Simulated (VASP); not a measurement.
A run of VASP 6.6.1 is set up as follows.

Contents of INCAR:

```
PREC     = Accurate       # precision mode
ENCUT    = 520            # plane-wave cutoff, eV
EDIFF    = 1E-6           # SCF threshold, eV
ISMEAR   = -1             # smearing method
SIGMA    = 0.1            # smearing width, eV
LREAL    = F              # projectors in reciprocal space
LASPH    = T              # aspherical terms in the spheres
NELM     = 60             # most SCF steps
ALGO     = Normal         # electronic algorithm
ISIF     = 2              # what is computed and relaxed
LWAVE    = F              # write WAVECAR
LCHARG   = T              # write CHGCAR
GGA      = PS             # functional
LELF     = T              # ELF
LVHAR    = T            
NBANDS   = 34             # bands
```

KPOINTS

```
regular mesh
0
Gamma
  12 12 4
```

The input POSCAR:

```
Tl
1.0
    3.5650674229      0.0000000000      0.0000000000
   -1.7825337114      3.0874389544      0.0000000000
    0.0000000000      0.0000000000     11.5714297979
Tl
4
Direct
    1.0000000000      1.0000000000      1.0000000000
    1.0000000000      1.0000000000      0.5000000000
    0.3333333333      0.6666666667      0.2500000000
    0.6666666667      0.3333333333      0.7500000000
```

Potentials or basis: VASP PAW PBE potentials, release 64 (Tl_d).

Launch:

```sh
$ cat potpaw_PBE.64/Tl_d/POTCAR > POTCAR
$ mpirun -np 1 vasp_std > vasp.out
```

**Question.** What does it give for the band gap on the k mesh?

**Answer.** Zero (bands 26 and 27 overlap by 3.89 eV).

**Question.** What does it give for the pressure?

**Answer.** -3.1 GPa.

Stress tensor (GPa, compression positive):
```
-3.03  0.00  0.00
 0.00 -3.03  0.00
 0.00  0.00 -3.12
```

Caveat: the cell stands under tension; the PAW data sets were made with another functional, which shifts forces and pressure a little; spin-orbit coupling is left out, which moves the levels of the heavy elements.
